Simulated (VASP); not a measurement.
# Mo (I4/mmm) in VASP: a series of runs

The runs below take Mo through single point, with PBE.

Everything below comes from runs of VASP 6.6.1. Logs are shortened: lines on timing, memory, paths and dates and some standing lists are left out, and cuts for length are marked.

## 1. The cell of the first run

The structure is tetragonal, space group I4/mmm (No. 139). Conventional cell: a = 3.142 Å, b = 3.142 Å, c = 2.953 Å, α = 90.00°, β = 90.00°, γ = 90.00°. Within 3.5 Å of Mo (site symmetry 4/mmm) lie 14 Mo at 2.67 to 3.14 Å.

## 2. Single point, PBE (strain -0.0600 x Voigt [0, 1, 0, 0, 0, 0])

Contents of INCAR:

```
PREC     = Accurate       # precision mode
ENCUT    = 520            # plane-wave cutoff, eV
EDIFF    = 1E-7           # SCF threshold, eV
ISMEAR   = 0              # smearing method
SIGMA    = 0.15           # smearing width, eV
LREAL    = F              # projectors in reciprocal space
LASPH    = T              # aspherical terms in the spheres
NELM     = 100            # most SCF steps
ALGO     = Fast           # electronic algorithm
ISIF     = 2              # what is computed and relaxed
LWAVE    = F              # write WAVECAR
LCHARG   = T              # write CHGCAR
GGA      = PE             # functional
LELF     = T              # ELF
LVHAR    = T            
NBANDS   = 13             # bands
```

Contents of KPOINTS:

```
regular mesh
0
Gamma
  22 22 22
```

Contents of POSCAR:

```
Mo
1.0
   -1.5710000000      1.4767400000      1.5710000000
    1.5710000000     -1.4767400000      1.5710000000
    1.5710000000      1.4767400000     -1.5710000000
Mo
1
Direct
    0.0000000000      0.0000000000      0.0000000000
```

Potentials or basis: VASP PAW PBE potentials, release 64 (Mo_sv).

Launch:

```sh
> cat potpaw_PBE.64/Mo_sv/POTCAR > POTCAR
> mpirun -np 1 vasp_std > vasp.out
```

OUTCAR:

```text
PREC = Accurate
   ENCUT = 520
   EDIFF = 1E-7
   ISMEAR = 0
   LREAL = F
   LASPH = T
   NELM = 100
   ISIF = 2
   GGA = PE

 ion  position               nearest neighbor table
   1  0.000  0.000  0.000-

  LATTYP: Found a body centered tetragonal cell.
 ALAT       =     3.1420000000
 C/A-ratio  =     0.9400000000

  Lattice vectors:

 A1 = (  -1.5710000000,  -1.4767400000,   1.5710000000)
 A2 = (   1.5710000000,  -1.4767400000,  -1.5710000000)
 A3 = (   1.5710000000,   1.4767400000,   1.5710000000)

Analysis of symmetry for initial positions (statically):
=====================================================================
 Subroutine PRICEL returns:
 Original cell was already a primitive cell.

 Routine SETGRP: Setting up the symmetry group for a
 body centered tetragonal supercell.

 Subroutine GETGRP returns: Found 16 space group operations
 (whereof 16 operations were pure point group operations)
 out of a pool of 16 trial point group operations.

The static configuration has the point symmetry D_4h.

Analysis of symmetry for dynamics (positions and initial velocities):
=====================================================================
 Subroutine PRICEL returns:
 Original cell was already a primitive cell.

 Routine SETGRP: Setting up the symmetry group for a
 body centered tetragonal supercell.

 Subroutine GETGRP returns: Found 16 space group operations
 (whereof 16 operations were pure point group operations)
 out of a pool of 16 trial point group operations.

The dynamic configuration has the point symmetry D_4h.

 Subroutine INISYM returns: Found 16 space group operations
 (whereof 16 operations are pure point group operations),
 and found     1 'primitive' translations

----------------------------------------------------------------------------------------

                                     Primitive cell

  volume of cell :      14.5786

  direct lattice vectors                    reciprocal lattice vectors
    -1.571000000  1.476740000  1.571000000     0.000000000  0.338583637  0.318268619
     1.571000000 -1.476740000  1.571000000     0.318268619  0.000000000  0.318268619
     1.571000000  1.476740000 -1.571000000     0.318268619  0.338583637  0.000000000

  length of vectors
     2.667741185  2.667741185  2.667741185     0.464686769  0.450099797  0.464686769

  position of ions in fractional coordinates (direct lattice)
     0.000000000  0.000000000  0.000000000

  ion indices of the primitive-cell ions
   primitive index   ion index
                 1           1

----------------------------------------------------------------------------------------

 KPOINTS: regular mesh

Automatic generation of k-mesh.
 Grid dimensions read from file:
 generate k-points for:   22   22   22

 Generating k-lattice:

  Cartesian coordinates                     Fractional coordinates (reciprocal lattice)
     0.000000000  0.015390165  0.014466755     0.045454545  0.000000000 -0.000000000
     0.014466755  0.000000000  0.014466755     0.000000000  0.045454545  0.000000000
     0.014466755  0.015390165  0.000000000    -0.000000000  0.000000000  0.045454545

  Length of vectors
     0.021122126  0.020459082  0.021122126

  Shift w.r.t. Gamma in fractional coordinates (k-lattice)
     0.000000000  0.000000000  0.000000000

 Subroutine IBZKPT returns following result:
 ===========================================

 Found    834 irreducible k-points:

 Following reciprocal coordinates:
            Coordinates               Weight
  0.000000  0.000000  0.000000      1.000000
  0.045455 -0.000000  0.000000      8.000000
  0.090909 -0.000000  0.000000      8.000000
  0.136364 -0.000000  0.000000      8.000000
  0.181818  0.000000  0.000000      8.000000
  0.227273 -0.000000  0.000000      8.000000
[... 16 lines left out ...]
  0.454545  0.045455  0.000000     16.000000
  0.500000  0.045455  0.000000     16.000000
 [... further k-points ...]
   k-points           NKPTS =    834   k-points in BZ     NKDIM =    834   number of bands    NBANDS=     13
   number of dos      NEDOS =    301   number of ions     NIONS =      1
   total plane-waves  NPLWV =   8000
   dimension x,y,z NGX =    20 NGY =   20 NGZ =   20
   dimension x,y,z NGXF=    40 NGYF=   40 NGZF=   40
   ions per type =               1
   NGX,Y,Z   is equivalent  to a cutoff of  12.46, 12.46, 12.46 a.u.
   NGXF,Y,Z  is equivalent  to a cutoff of  24.93, 24.93, 24.93 a.u.
 SYSTEM =  unknown system
   PREC   = accura    normal or accurate (medium, high low for compatibility)
   ISTART =      0    job   : 0-new  1-cont  2-samecut
   ICHARG =      2    charge: 1-file 2-atom 10-const
   ISPIN  =      1    spin polarized calculation?
   LNONCOLLINEAR =      F non collinear calculations
   LSORBIT =      F    spin-orbit coupling
   LASPH  =      T    aspherical Exc in radial PAW
   ENCUT  =  520.0 eV  38.22 Ry    6.18 a.u.   4.96  4.96  4.96*2*pi/ulx,y,z
   NELM   =    100;   NELMIN=  2; NELMDL= -5     # of ELM steps
   EDIFF  = 0.1E-06   stopping-criterion for ELM
   LREAL  =      F    real-space projection
   EDIFFG = 0.1E-05   stopping-criterion for IOM
   NSW    =      0    number of steps for IOM
   IBRION =     -1    ionic relax: 0-MD 1-quasi-New 2-CG
   NFREE  =      0    steps in history (QN), initial steepest desc. (CG)
   ISIF   =      2    stress and relaxation
   ISYM   =      2    0-nonsym 1-usesym 2-fastsym
   POTIM  = 0.5000    time-step for ionic-motion
   TEBEG  =    0.0;   TEEND  =   0.0 temperature during run
   PSTRESS=    0.0 pullay stress
   NELECT =      14.0000    total number of electrons
   NUPDOWN=      -1.0000    fix difference up-down
   EMIN   =  10.00;   EMAX   =-10.00  energy-range for DOS
   EFERMI =   0.00;   METHOD = LEGACY
   ISMEAR =     0;   SIGMA  =   0.15  broadening in eV -4-tet -1-fermi 0-gaus
   EFERMI_NEDOS =   21; number of points for ismear=-14 and -15
   IALGO  =     68    algorithm
   IMIX   =      4    mixing-type and parameters
     AMIX     =   0.40;   BMIX     =  1.00
     AMIX_MAG =   1.60;   BMIX_MAG =  1.00
  volume/ion in A,a.u.               =      14.58        98.38
  Fermi-wavevector in a.u.,A,eV,Ry     =   1.615147  3.052185 35.493514  2.608700
  Thomas-Fermi vector in A             =   2.709942
   LORBIT       =      0    0 simple, 1 ext, 2 COOP (PROOUT), +10 PAW based schemes
   GGA     = PE    functional components
   LHFCALC =     F    Hartree Fock is set to
   AEXX    =    0.0000 exact exchange contribution
   IVDW    =     0    specifies the selected vdW correction
   LEPSILON=     F    determine dielectric tensor
   LRPA    =     F    only Hartree local field effects (RPA)
 non-spin polarized calculation
 RMM-DIIS sequential band-by-band and
 Gauss-broadening in eV      SIGMA  =   0.15
  energy-cutoff  :      520.00
  volume of cell :       14.58
 maximum number of plane-waves:       409
   NGX =  9   NGY =  9   NGZ =  9

 number of electron      14.0000002 magnetization

 Free energy of the ion-electron system (eV)
  ---------------------------------------------------
  ext. energy  EPLUGINS =         0.00000000
  ---------------------------------------------------
  free energy    TOTEN  =       -10.80473656 eV

  energy without entropy =      -10.79768420  energy(sigma->0) =      -10.80121038

 E-fermi :  13.7595     XC(G=0): -13.7867

 val. band max:       13.7574151203   @ k =   0.2273  -0.1818   0.0909
 cond. band min:      13.7615124667   @ k =  -0.2727   0.3182   0.2273
 fundamental gap:      0.0040973464
 Fermi energy:        13.7595424602

 k-point     1 :       0.0000    0.0000    0.0000
  band No.  band energies     occupation
      1     -47.5449      2.00000
      2     -20.6419      2.00000
      3     -20.6419      2.00000
      4     -20.6068      2.00000
      5       6.3018      2.00000
      6      11.7453      2.00000
      7      12.5554      2.00000
      8      12.5554      2.00000
      9      14.9645      0.00000
     10      16.0257      0.00000
     11      28.3002      0.00000
     12      28.3002      0.00000
     13      29.5923      0.00000

 k-point     2 :       0.0455   -0.0000    0.0000
  band No.  band energies     occupation
      1     -47.5378      2.00000
      2     -20.6686      2.00000
      3     -20.6539      2.00000
      4     -20.6196      2.00000
      5       6.4043      2.00000
      6      11.7640      2.00000
      7      12.5370      2.00000
      8      12.5676      2.00000
      9      14.9586      0.00000
     10      15.9488      0.00000
     11      28.4701      0.00000
     12      28.4777      0.00000
     13      29.7112      0.00000

 k-point     3 :       0.0909   -0.0000    0.0000
  band No.  band energies     occupation
      1     -47.5171      2.00000
      2     -20.7741      2.00000
      3     -20.6889      2.00000
      4     -20.6285      2.00000
      5       6.7007      2.00000
      6      11.7391      2.00000
      7      12.4702      2.00000
      8      12.6933      2.00000
      9      14.9469      0.00000
     10      15.7720      0.00000
     11      28.8943      0.00000
     12      28.9983      0.00000
     13      30.0513      0.00000
[... 305 lines left out ...]
 k-point    23 :       0.4545    0.0455    0.0000
  band No.  band energies     occupation
      1     -47.1856      2.00000
      2     -22.3427      2.00000
      3     -21.2162      2.00000
      4     -20.7014      2.00000
      5       8.0343      2.00000
      6       9.7902      2.00000
      7      15.3205      0.00000
      8      15.6960      0.00000
      9      16.9612      0.00000
     10      19.1493      0.00000
     11      25.9468      0.00000
     12      26.8101      0.00000
     13      31.4854      0.00000

 k-point    24 :       0.5000    0.0455    0.0000
  band No.  band energies     occupation
      1     -47.1851      2.00000
      2     -22.3450      2.00000
      3     -21.2156      2.00000
      4     -20.7030      2.00000
      5       8.0327      2.00000
      6       9.7863      2.00000
      7      15.1600      0.00000
      8      15.8872      0.00000
      9      16.9828      0.00000
     10      19.1350      0.00000
     11      25.9720      0.00000
     12      26.7329      0.00000
     13      31.4976      0.00000

 [... further k-points ...]

------------------------ aborting loop because EDIFF is reached ----------------------------------------

  FORCE on cell =-STRESS in cart. coord.  units (eV):
  Direction    XX          YY          ZZ          XY          YZ          ZX
  --------------------------------------------------------------------------------------
  -------------------------------------------------------------------------------------
  Total        1.6660362      3.6886489      1.6660362      0.0000000      0.0000000      0.0000000
  in kB      183.0958967    405.3792423    183.0958967      0.0000000      0.0000000      0.0000000
  external PRESSURE =     257.1903452 kB  Pullay stress =       0.0000000 kB

 VOLUME and BASIS-vectors are now :
 -----------------------------------------------------------------------------
  energy-cutoff  :      520.00
  volume of cell :       14.58
      direct lattice vectors                 reciprocal lattice vectors
    -1.571000000  1.476740000  1.571000000     0.000000000  0.338583637  0.318268619
     1.571000000 -1.476740000  1.571000000     0.318268619  0.000000000  0.318268619
     1.571000000  1.476740000 -1.571000000     0.318268619  0.338583637  0.000000000

 POSITION                                       TOTAL-FORCE (eV/Angst)
 -----------------------------------------------------------------------------------
      0.00000      0.00000      0.00000        -0.000000      0.000000     -0.000000
 -----------------------------------------------------------------------------------
    total drift:                                0.000000     -0.000000     -0.000000

  FREE ENERGIE OF THE ION-ELECTRON SYSTEM (eV)
  ---------------------------------------------------
  free  energy   TOTEN  =       -10.8047365552 eV

  energy  without entropy=      -10.7976842007  energy(sigma->0) =      -10.80121038
```

It took 2.7 min on 1 thread of Intel Xeon 8259CL, shared host; peak memory 0.26 GiB.

Results:

| Quantity | Value |
| --- | --- |
| Free energy | -10.8047 eV |
| Pressure | 25.7 GPa |
| Band gap on the k mesh | zero (bands 7 and 8 overlap by 5.73 eV) |

Caveat: the cell differs from its parent crystal (strain -0.0600 x Voigt [0, 1, 0, 0, 0, 0]); the cell stands under pressure.

## 3. Single point, PBE (strain -0.0450 x Voigt [0, 1, 0, 0, 0, 0])

Contents of INCAR:

```
PREC = Accurate
ENCUT = 520
EDIFF = 1E-6
ISMEAR = 0
SIGMA = 0.15
LREAL = F
LASPH = T
NELM = 80
ALGO = Fast
ISIF = 2
LWAVE = F
LCHARG = F
GGA = PE
NBANDS = 13
```

Contents of KPOINTS:

```
Automatic mesh
0
Gamma
  22 22 22
```

Contents of POSCAR:

```
Mo
1.0
   -1.5710000000      1.5003050000      1.5710000000
    1.5710000000     -1.5003050000      1.5710000000
    1.5710000000      1.5003050000     -1.5710000000
Mo
1
Direct
    0.0000000000      0.0000000000      0.0000000000
```

Potentials or basis: VASP PAW PBE potentials, release 64 (Mo_sv).

Launch:

```sh
> cat potpaw_PBE.64/Mo_sv/POTCAR > POTCAR
> mpirun -np 1 vasp_std > vasp.out
```

It took 2.8 min on 1 thread of Intel Xeon 8259CL, shared host; peak memory 0.25 GiB.

Results (log left out):

| Item | Value |
| --- | --- |
| Free energy | -10.8565 eV |
| Pressure | 19.9 GPa |
| Band gap on the k mesh | zero (bands 7 and 8 overlap by 5.65 eV) |

Stress tensor (GPa, compression positive):
```
14.54  0.00  0.00
 0.00 30.67  0.00
 0.00  0.00 14.54
```

Levels at points of the mesh, in eV from the Fermi level:
```
           k point  band 3  band 4  band 5  band 6  band 7  band 8  band 9  band 10  band 11  band 12
(0.00, 0.00, 0.00)  -34.44  -34.41   -7.41   -1.85   -1.26   -1.26    1.34     2.11    14.61    14.61
(0.50, 0.00, 0.00)  -34.97  -34.47   -5.69   -3.86    1.87    1.98    2.81     5.14    12.03    12.66
(0.00, 0.50, 0.00)  -34.89  -34.42   -5.61   -3.25    1.31    1.58    2.25     5.05    12.17    12.20
(0.50, 0.50, 0.50)  -35.61  -35.45   -5.94   -5.81    4.24    4.24    4.41     9.09     9.09    10.31
```

Caveat: the cell differs from its parent crystal (strain -0.0450 x Voigt [0, 1, 0, 0, 0, 0]); the cell stands under pressure.

## 4. Single point, PBE (strain -0.0300 x Voigt [0, 1, 0, 0, 0, 0])

Contents of INCAR:

```
PREC = Accurate
ENCUT = 520
EDIFF = 1E-7
ISMEAR = 0
SIGMA = 0.15
LREAL = F
LASPH = T
NELM = 60
ALGO = Fast
ISIF = 2
LWAVE = F
LCHARG = F
GGA = PE
NBANDS = 13
```

Contents of KPOINTS:

```
regular mesh
0
Gamma
  22 22 22
```

Contents of POSCAR:

```
Mo
1.0
   -1.5710000000      1.5238700000      1.5710000000
    1.5710000000     -1.5238700000      1.5710000000
    1.5710000000      1.5238700000     -1.5710000000
Mo
1
Direct
    0.0000000000      0.0000000000      0.0000000000
```

Launch:

```sh
> cat potpaw_PBE.64/Mo_sv/POTCAR > POTCAR
> mpirun -np 1 vasp_std > vasp.out
```

Wall time 3.1 min (1 thread of Intel Xeon 8259CL, shared host); peak memory 0.26 GiB.

The run converged. Its results:

| Property | Result |
| --- | --- |
| Free energy | -10.8943 eV |
| Pressure | 14.6 GPa |
| Band gap on the k mesh | zero (bands 7 and 8 overlap by 5.51 eV) |

Stress tensor (GPa, compression positive):
```
11.17  0.00  0.00
 0.00 21.46  0.00
 0.00  0.00 11.17
```

Levels at points of the mesh, in eV from the Fermi level:
```tsv
k point	band 3	band 4	band 5	band 6	band 7	band 8	band 9	band 10	band 11	band 12
(0.00, 0.00, 0.00)	-34.46	-34.45	-7.36	-1.68	-1.31	-1.31	1.48	1.96	14.69	14.69
(0.50, 0.00, 0.00)	-34.97	-34.49	-5.58	-3.71	1.85	1.87	2.62	5.03	12.01	12.36
(0.00, 0.50, 0.00)	-34.92	-34.45	-5.52	-3.32	1.46	1.61	2.29	4.97	12.05	12.11
(0.50, 0.50, 0.50)	-35.57	-35.47	-5.78	-5.70	4.17	4.17	4.28	9.10	9.10	9.91
```

Caveat: the cell differs from its parent crystal (strain -0.0300 x Voigt [0, 1, 0, 0, 0, 0]); the cell stands under pressure.

## 5. The runs side by side

```csv
cell,further INCAR settings,gap on the mesh (eV),pressure (GPa)
"a = 2.668 Å, angles 107.8, 112.8, 107.8°, 1 atom",ALGO = Fast; EDIFF = 1e-07; NBANDS = 13,none,25.7
"a = 2.681 Å, angles 108.3, 111.9, 108.3°, 1 atom",ALGO = Fast; EDIFF = 1e-06; NBANDS = 13,none,19.9
"a = 2.694 Å, angles 108.7, 111.1, 108.7°, 1 atom",ALGO = Fast; EDIFF = 1e-07; NBANDS = 13,none,14.6
```

Alike in all rows: task single point; level PBE; potentials or basis VASP PAW PBE potentials, release 64 (Mo_sv); no spin polarisation; k mesh 22 × 22 × 22; cutoff (eV) 520; smearing gaussian 0.15 eV.

Caveats: the cell stands under pressure.

Total energies depend on the potentials used, so only differences within one code and one set of settings carry meaning.
